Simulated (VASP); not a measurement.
CuH3:

```
Cu H
1.0
     3.25552    0.02452   -0.01165
     0.02452    3.19259    0.04525
    -0.02330    0.09049    6.57081
Cu H
2 6
Direct
  0.44662 0.50804 0.24715
  0.51847 0.47039 0.73691
  0.50160 0.46579 0.01225
  0.48497 0.49180 0.52767
  0.47700 0.01510 0.25643
  0.56530 0.00817 0.74563
  0.02004 0.45827 0.25238
  0.98600 0.58243 0.72158
```

- Program: VASP 6.6.1
- Task: relaxation of cell and atoms
- Functional: PBE
- Potentials or basis: VASP PAW PBE potentials, release 64 (Cu, H)
- Cutoff: 600 eV
- k mesh: 6 × 6 × 4
- Occupations: gaussian, width 0.2 eV
- Spin: no spin polarisation

At the start: pressure 3.2 GPa; volume 8.53 Å³/atom.

Q: How do energy, volume and symmetry change on relaxing?

A: Over 25 steps the energy falls by 124.2 meV/atom and the volume is 8.35 Å³/atom (-2.2 %); space group P1 (No. 1, to 0.1 Å) before, Amm2 (No. 38, to 0.1 Å).

The path:
```csv
step,energy change (eV),largest force (eV/Å),pressure (GPa),volume (Å³)
1,0.0000,3.9175,3.19,68.28
2,-0.8074,0.8018,-3.57,69.97
3,-0.8423,0.4491,-3.35,69.62
4,-0.8425,0.4433,-3.37,69.65
5,-0.9094,0.2975,-1.87,67.94
6,-0.9313,0.3340,-0.15,66.38
7,-0.9508,0.1769,0.52,65.84
8,-0.9518,0.1892,0.73,65.69
9,-0.9626,0.1826,0.56,65.90
10,-0.9764,0.3802,0.05,66.54
11,-0.9837,0.2161,-0.13,66.72
12,-0.9869,0.0829,-0.35,66.95
13,-0.9878,0.0535,-0.21,66.83
14,-0.9881,0.0498,-0.06,66.70
15,-0.9886,0.0416,0.04,66.62
16,-0.9890,0.0561,0.24,66.46
17,-0.9893,0.0510,0.25,66.45
18,-0.9901,0.0409,0.25,66.44
19,-0.9912,0.0572,0.34,66.41
20,-0.9909,0.1514,0.46,66.36
21,-0.9914,0.0941,0.37,66.39
22,-0.9920,0.0756,0.32,66.46
23,-0.9930,0.0456,0.10,66.66
24,-0.9931,0.0519,0.04,66.72
25,-0.9933,0.0235,-0.01,66.77
```

Final structure:
```cif
data_structure
_symmetry_space_group_name_H-M 'P 1'
_symmetry_Int_Tables_number 1
_cell_length_a 3.2302
_cell_length_b 3.2313
_cell_length_c 6.3975
_cell_angle_alpha 90.121
_cell_angle_beta 90.138
_cell_angle_gamma 90.190
_cell_volume 66.77
loop_
_atom_site_label
_atom_site_type_symbol
_atom_site_fract_x
_atom_site_fract_y
_atom_site_fract_z
_atom_site_occupancy
Cu1 Cu 0.48915 0.49041 0.24999 1
Cu2 Cu 0.51411 0.51143 0.75024 1
H1 H 0.49752 0.48364 0.99995 1
H2 H 0.48370 0.49589 0.50030 1
H3 H 0.47932 0.99014 0.24967 1
H4 H 0.53201 0.01222 0.75131 1
H5 H 0.98942 0.48230 0.24701 1
H6 H 0.01476 0.53397 0.75153 1
```
